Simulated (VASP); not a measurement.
The system is AlCu5.

```
CELL_PARAMETERS angstrom
2.65609 0.00000 0.00000
-1.32805 2.30024 0.00000
0.00000 0.00000 13.01213
ATOMIC_POSITIONS crystal
Al 0.00000 0.00000 0.50000
Cu 0.33333 0.66667 0.83333
Cu 0.66667 0.33333 0.66667
Cu 0.33333 0.66667 0.33333
Cu 0.66667 0.33333 0.16667
Cu 0.00000 0.00000 0.00000
```

* Program: VASP 6.6.1
* Task: relaxation of cell and atoms
* Functional: PBE
* Potentials or basis: VASP PAW PBE potentials, release 64 (Al, Cu)
* Cutoff: 600 eV
* k mesh: 6 × 6 × 2
* Occupations: gaussian, width 0.1 eV
* Spin: no spin polarisation

At the start: pressure -5.4 GPa; volume 13.25 Å³/atom.

**Question.** How do energy, volume and symmetry change on relaxing?

**Answer.** Over 8 steps the energy falls by 24.7 meV/atom and the volume is 12.60 Å³/atom (-4.9 %); space group P-3m1 (No. 164, to 0.05 Å).

The path:
```tsv
step	energy change (eV)	largest force (eV/Å)	pressure (GPa)	volume (Å³)
1	0.0000	0.1460	-5.39	79.50
2	-0.1313	0.1356	1.96	74.45
3	-0.1324	0.1428	1.10	74.86
4	-0.1447	0.0943	0.28	75.42
5	-0.1454	0.0796	-0.06	75.60
6	-0.1454	0.0837	-0.02	75.59
7	-0.1465	0.0589	-0.03	75.60
8	-0.1479	0.0306	-0.18	75.61
```

Final structure:
```xyz
6
Lattice="2.6536 0.0000 0.0000 -1.3268 2.2981 0.0000 0.0000 0.0000 12.3991" Properties=species:S:1:pos:R:3 pbc="T T T"
Al    0.0000    0.0000    6.1995
Cu    0.0000    1.5321   10.3470
Cu    1.3268    0.7660    8.2992
Cu    0.0000    1.5321    4.0999
Cu    1.3268    0.7660    2.0521
Cu    0.0000    0.0000    0.0000
```

Caveat: the k points lie up to 0.46 Å⁻¹ apart in the final cell.
